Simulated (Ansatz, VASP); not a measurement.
# Bi2Se3: VASP beside Ansatz

```
Bi Se
1.0
     5.38143    0.00000    0.00000
    -2.69072    4.66046    0.00000
     0.00000    0.00000    5.99057
Bi Se
2 3
Direct
  0.33333 0.66667 0.50000
  0.66667 0.33333 0.50000
  0.25888 0.00000 0.50000
  0.00000 0.25888 0.50000
  0.74112 0.74112 0.50000
```

Alike in both runs: task single point; functional PBE; k mesh 6 × 6 × 4; occupations gaussian, width 0.1 eV; no spin polarisation.

|  | VASP | Ansatz |
| --- | --- | --- |
| version | VASP 6.6.1 | Ansatz 0.2.0 |
| potentials or method | VASP PAW PBE potentials, release 64 (Bi_d, Se), cutoff 520 eV | scalar-relativistic, plane waves, PAW |
| valence electrons in the cell | 48 | 78 |

```csv
,VASP,Ansatz,Ansatz less VASP
gap on the k mesh at the Fermi level (eV),none,none,-
rms of the force components (eV/Å),9.012,9.042,+0.0300
```

Atom by atom the forces differ by 0.030 eV/Å (rms over components). A gap of «none» marks a metal or a gap that the smearing closes. VASP's potentials hold 48 valence electrons a cell and Ansatz's 78, so a difference there can come from the potentials and not from the codes.

Spin-orbit coupling is off throughout.
